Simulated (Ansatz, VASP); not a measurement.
## NbCd3 in VASP and in Ansatz

The input INCAR:

```
SYSTEM = NbCd3
ALGO     = Fast           ! electronic algorithm
EDIFF    = 1E-6           ! SCF threshold, eV
ENCUT    = 520            ! plane-wave cutoff, eV
GGA      = PE             ! functional
ISIF     = 2              ! what is computed and relaxed
ISMEAR   = -1             ! smearing method
LASPH    = .True.         ! aspherical terms in the spheres
LCHARG   = .True.         ! write CHGCAR
LELF     = .True.         ! ELF
LREAL    = .False.        ! projectors in reciprocal space
LVHAR    = .True.       
LWAVE    = .False.        ! write WAVECAR
NBANDS   = 32             ! bands
NELM     = 60             ! most SCF steps
PREC     = Accurate       ! precision mode
SIGMA    = 0.05           ! smearing width, eV
```

File KPOINTS:

```
k-points
0
Gamma
  6 6 6
  0 0 0
```

Contents of POSCAR:

```
NbCd3
1.0
    4.1580335573      0.0000000000      0.0000000000
    0.0000000000      4.1580335573      0.0000000000
    0.0000000000      0.0000000000      4.1580335573
Cd Nb
3 1
Direct
    0.5000000000      0.5000000000      0.0000000000
    0.5000000000      0.0000000000      0.5000000000
    0.0000000000      0.5000000000      0.5000000000
    0.0000000000      0.0000000000      0.0000000000
```

input.yaml

```yaml
crystal:
  lattice:
    - [4.1580335573, 0.0, 0.0]
    - [0.0, 4.1580335573, 0.0]
    - [0.0, 0.0, 4.1580335573]
  atoms:
    - { symbol: Cd, position: [0.5, 0.5, 0.0] }
    - { symbol: Cd, position: [0.5, 0.0, 0.5] }
    - { symbol: Cd, position: [0.0, 0.5, 0.5] }
    - { symbol: Nb, position: [0.0, 0.0, 0.0] }
hamiltonian:
  xc: pbe
  pseudopotentials: { kind: paw }
kpoints:
  mp_grid: { grid: [6, 6, 6] }
scf:
  occupations: { method: fermi_dirac, width: 0.05 }
output:
  forces: true
  stress: true
  eigenvalues: true
```

Alike in both runs: task single point; functional PBE; k mesh 6 × 6 × 6; occupations fermi-dirac, width 0.05 eV; no spin polarisation.

|  | VASP | Ansatz |
| --- | --- | --- |
| version | VASP 6.6.1 | Ansatz 0.2.0 |
| potentials or method | VASP PAW PBE potentials, release 64 (Cd, Nb_sv) | Ansatz PAW |
| plane-wave cutoff (eV) | 520 | 420 |
| valence electrons in the cell | 49 | 73 |

```tsv
	VASP	Ansatz	Ansatz less VASP
gap on the k mesh at the Fermi level (eV)	none	none	-
pressure (GPa)	13.7	13.0	-0.70
```

A gap of «none» marks a metal or a gap that the smearing closes. The functional is the same, so the differences come from potentials, cutoffs and numerics. VASP's potentials hold 49 valence electrons a cell and Ansatz's 73, so a difference there can come from the potentials and not from the codes.
